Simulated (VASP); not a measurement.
TiO2, 6 atoms in the cell. Symmetry: I4_1/amd, No. 141, tetragonal system. The conventional cell has a = 3.783 Å, b = 3.783 Å, c = 9.615 Å, α = 90.00°, β = 90.00°, γ = 90.00°. Ti (site symmetry -4m2) has 6 O at 1.94 to 1.99 Å within 2.6 Å. O (site symmetry 2mm) has 3 Ti at 1.94 to 1.99 Å and 2 O at 2.46 Å within 2.6 Å. 

* Program: VASP 6.6.1
* Task: single point
* Functional: LDA
* Potentials or basis: VASP PAW LDA potentials, release 64 (Ti_sv, O)
* Cutoff: 520 eV
* k mesh: 6 × 6 × 8
* Occupations: gaussian, width 0.01 eV
* Spin: no spin polarisation
* Dipole correction: no
* Further INCAR settings: ALGO = Normal; EDIFF = 1e-06; NBANDS = 33

Potentials or basis: VASP PAW LDA potentials, release 64 (Ti_sv, O).

Launch:

```sh
$ cat potpaw_LDA.64/Ti_sv/POTCAR potpaw_LDA.64/O/POTCAR > POTCAR
$ mpirun -np 1 vasp_std > vasp.out
```

Hardware: 1 thread of Intel(R) Xeon(R) Platinum 8488C (Sapphire Rapids), on a shared host.

Task: How long does it take, and how much memory?

Result: It took 4.8 min on 1 thread of Intel(R) Xeon(R) Platinum 8488C (Sapphire Rapids), with other jobs on the host, peak memory 0.3 GiB. Counts: scf iterations 16, k points 81.
